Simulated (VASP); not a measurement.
# Ti3Al (Fm-3m) in VASP: notebook, part 2 of 2

VASP 6.6.1. Earlier steps stand in the parts before.

## Step 3: Single point, PBEsol, collinear spin, ferromagnetic start

This run uses another cell than the first one, of 13.20 Å³/atom, 1.083 times its volume.

The input, INCAR:

```
ALGO = Fast ; EDIFF = 1E-7
ENCUT = 520 ; GGA = PS
ISIF = 2 ; ISMEAR = 0
ISPIN = 2 ; LASPH = T
LCHARG = F ; LMAXMIX = 4
LORBIT = 11 ; LREAL = F
LWAVE = F ; MAGMOM = 0.4 0.4 0.4 0
NBANDS = 32 ; NELM = 150
NUPDOWN = 1.2 ; PREC = Accurate
SIGMA = 0.15
```

The input, KPOINTS:

```
k-points
0
Gamma
  12 12 12
```

The input, POSCAR:

```
Ti3Al
1.0
    0.0000000000      2.9776862962      2.9776862962
    2.9776862962      0.0000000000      2.9776862962
    2.9776862962      2.9776862962      0.0000000000
Ti Al
3 1
Direct
    0.7500000000      0.7500000000      0.7500000000
    0.2500000000      0.2500000000      0.2500000000
    0.0000000000      0.0000000000      0.0000000000
    0.5000000000      0.5000000000      0.5000000000
```

Potentials or basis: VASP PAW PBE potentials, release 64 (Ti_sv, Al).

Launch:

```sh
> cat potpaw_PBE.64/Ti_sv/POTCAR potpaw_PBE.64/Al/POTCAR > POTCAR
> mpirun -np 1 vasp_std > vasp.out
```

OUTCAR:

```text
EDIFF = 1E-7
   ENCUT = 520
   GGA = PS
   ISIF = 2
   ISMEAR = 0
   ISPIN = 2
   LASPH = T
   LORBIT = 11
   LREAL = F
   NELM = 150
   NUPDOWN = 1.2
   PREC = Accurate

 ion  position               nearest neighbor table
   1  0.750  0.750  0.750-   4 2.58   4 2.58   4 2.58   3 2.58   4 2.58   3 2.58   3 2.58   3 2.58

   2  0.250  0.250  0.250-   3 2.58   3 2.58   3 2.58   3 2.58   4 2.58   4 2.58   4 2.58   4 2.58

   3  0.000  0.000  0.000-   1 2.58   1 2.58   1 2.58   1 2.58   2 2.58   2 2.58   2 2.58   2 2.58
                             4 2.98   4 2.98   4 2.98   4 2.98   4 2.98   4 2.98
   4  0.500  0.500  0.500-   2 2.58   2 2.58   2 2.58   1 2.58   2 2.58   1 2.58   1 2.58   1 2.58
                             3 2.98   3 2.98   3 2.98   3 2.98   3 2.98   3 2.98

  LATTYP: Found a face centered cubic cell.
 ALAT       =     5.9553725924

  Lattice vectors:

 A1 = (   0.0000000000,   2.9776862962,   2.9776862962)
 A2 = (   2.9776862962,   0.0000000000,   2.9776862962)
 A3 = (   2.9776862962,   2.9776862962,   0.0000000000)

Analysis of symmetry for initial positions (statically):
=====================================================================
 Subroutine PRICEL returns:
 Original cell was already a primitive cell.

 Routine SETGRP: Setting up the symmetry group for a
 face centered cubic supercell.

 Subroutine GETGRP returns: Found 48 space group operations
 (whereof 48 operations were pure point group operations)
 out of a pool of 48 trial point group operations.

The static configuration has the point symmetry O_h .

Analysis of symmetry for dynamics (positions and initial velocities):
=====================================================================
 Subroutine PRICEL returns:
 Original cell was already a primitive cell.

 Routine SETGRP: Setting up the symmetry group for a
 face centered cubic supercell.

[... 168 lines left out ...]

  energy without entropy =      -28.57182487  energy(sigma->0) =      -28.59723493

 E-fermi :  10.6839     XC(G=0): -12.5398

 val. band max:       10.7516266736   @ k =   0.5000   0.0833   0.0000
 cond. band min:      10.6843701012   @ k =   0.5000   0.5000   0.0000
 fundamental gap:     -0.0672565724
 Fermi energy:        10.7538786487

 spin component 1

 k-point     1 :       0.0000    0.0000    0.0000
  band No.  band energies     occupation
      1     -45.3172      1.00000
      2     -45.0179      1.00000
      3     -44.8564      1.00000
      4     -21.8257      1.00000
      5     -21.8257      1.00000
      6     -21.8257      1.00000
[... 805 lines left out ...]
     30      16.6008      0.00000
     31      16.8454      0.00000

 [... further k-points ...]

 spin component 2

 k-point     1 :       0.0000    0.0000    0.0000
  band No.  band energies     occupation
      1     -45.0812      1.00000
      2     -44.8856      1.00000
      3     -44.4410      1.00000
      4     -21.5168      1.00000
      5     -21.5168      1.00000
      6     -21.5168      1.00000
[... 805 lines left out ...]
     30      16.8063      0.00000
     31      17.0350      0.00000

 [... further k-points ...]

 [bands above 31 left out]

------------------------ aborting loop because EDIFF is reached ----------------------------------------

  FORCE on cell =-STRESS in cart. coord.  units (eV):
  Direction    XX          YY          ZZ          XY          YZ          ZX
  --------------------------------------------------------------------------------------
  -------------------------------------------------------------------------------------
  Total       11.6042543     11.6042543     11.6042543      0.0000000      0.0000000     -0.0000000
  in kB      352.0959235    352.0959235    352.0959235      0.0000000      0.0000000     -0.0000000
  external PRESSURE =     352.0959235 kB  Pullay stress =       0.0000000 kB

 VOLUME and BASIS-vectors are now :
 -----------------------------------------------------------------------------
  energy-cutoff  :      520.00
  volume of cell :       52.80
      direct lattice vectors                 reciprocal lattice vectors
     0.000000000  2.977686296  2.977686296    -0.167915606  0.167915606  0.167915606
     2.977686296  0.000000000  2.977686296     0.167915606 -0.167915606  0.167915606
     2.977686296  2.977686296  0.000000000     0.167915606  0.167915606 -0.167915606

 POSITION                                       TOTAL-FORCE (eV/Angst)
 -----------------------------------------------------------------------------------
      4.46653      4.46653      4.46653        -0.000000     -0.000000     -0.000000
      1.48884      1.48884      1.48884         0.000000      0.000000      0.000000
      0.00000      0.00000      0.00000         0.000000     -0.000000     -0.000000
      2.97769      2.97769      2.97769         0.000000     -0.000000     -0.000000
 -----------------------------------------------------------------------------------
    total drift:                               -0.000000     -0.000000      0.000000

  FREE ENERGIE OF THE ION-ELECTRON SYSTEM (eV)
  ---------------------------------------------------
  free  energy   TOTEN  =       -28.6226449825 eV

  energy  without entropy=      -28.5718248677  energy(sigma->0) =      -28.59723493

 total charge

# of ion       s       p       d       tot
------------------------------------------
    1        2.265   6.188   2.143  10.597
    2        2.265   6.188   2.143  10.597
    3        2.314   6.135   2.214  10.664
    4        0.443   0.522   0.000   0.965
--------------------------------------------------
tot          7.288  19.034   6.501  32.823

 magnetization (x)

# of ion       s       p       d       tot
------------------------------------------
    1        0.002   0.033   0.133   0.167
    2        0.002   0.033   0.133   0.167
    3        0.007   0.022   0.585   0.615
    4       -0.003  -0.001   0.000  -0.004
--------------------------------------------------
tot          0.008   0.087   0.851   0.946
```

OSZICAR:

```text
N       E                     dE             d eps       ncg     rms          rms(c)
DAV:   1     0.477547039095E+03    0.47755E+03   -0.18252E+04  9224   0.148E+03
DAV:   2     0.193569936856E+02   -0.45819E+03   -0.44435E+03  9344   0.460E+02
DAV:   3    -0.282258422116E+02   -0.47583E+02   -0.46286E+02 15744   0.130E+02
[... 32 lines left out ...]
RMM:  36    -0.286226443711E+02   -0.25383E-06   -0.27665E-06 10518   0.534E-03    0.390E-04
RMM:  37    -0.286226445594E+02   -0.18834E-06   -0.20962E-06 10424   0.477E-03    0.427E-04
RMM:  38    -0.286226447106E+02   -0.15122E-06   -0.16720E-06 10648   0.433E-03    0.365E-04
RMM:  39    -0.286226448266E+02   -0.11598E-06   -0.12533E-06 10847   0.403E-03    0.522E-05
RMM:  40    -0.286226449166E+02   -0.90006E-07   -0.10188E-06 10395   0.360E-03    0.129E-04
RMM:  41    -0.286226449825E+02   -0.65901E-07   -0.77389E-07  9648   0.321E-03
   1 F= -.28622645E+02 E0= -.28597235E+02  d E =-.508201E-01  mag=     1.2000
```

stdout:

```text
[... 35 lines left out ...]
```

Run time: 7.7 min. Hardware: 1 thread of Intel Xeon Platinum 8488C (Sapphire Rapids), shared host; peak memory 0.32 GiB.

What came out:

| Quantity | Value |
| --- | --- |
| Free energy | -28.6226 eV |
| Pressure | 35.2 GPa |
| Net moment | 1.20 μB per cell |
| Site moments | Ti +0.17, +0.61; Al -0.00 μB |
| Valence electrons inside the program's atomic spheres | Ti 10.60, 10.66; Al 0.96 |

Caveat: the PAW data sets were made with another functional, which shifts forces and pressure a little; the total moment is fixed, so each spin has its own Fermi level.
